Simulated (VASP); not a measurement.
**Sb: single point with PBE**

Crystal: Sb.

```
Sb
1.0
     5.23858    0.00000    0.00000
    -2.61929    4.53674    0.00000
     0.00000    0.00000    3.11938
Sb
3
Direct
  0.00000 0.00000 0.00000
  0.33333 0.66667 0.50000
  0.66667 0.33333 0.50000
```

```yaml
Program: VASP 6.6.1
Task: single point
Functional: PBE
Potentials_or_basis: VASP PAW PBE potentials, release 64 (Sb)
Cutoff: 520 eV
k_mesh: 7 × 7 × 10
Occupations: fermi-dirac, width 0.1 eV
Spin: no spin polarisation
Dipole_correction: no
Further_INCAR_settings: ALGO = Normal; EDIFF = 1e-06; NBANDS = 14
```

```
Pressure : 8.3 GPa
```

Levels at points of the mesh, in eV from the Fermi level:
```csv
k point,band 4,band 5,band 6,band 7,band 8,band 9,band 10,band 11,band 12,band 13
"(0.00, 0.00, 0.00)",-4.49,-4.49,-4.22,-4.22,1.72,5.62,5.98,5.98,6.47,6.50
"(0.00, 0.00, 0.50)",-3.58,-3.03,-2.42,-2.42,-2.37,-0.76,-0.76,0.30,0.30,2.92
```

Run time: 28 s on 1 thread of Intel Xeon 6975P-C, with other jobs on the host, peak memory 0.2 GiB.

Caveat: spin-orbit coupling is left out, which moves the levels of the heavy elements.
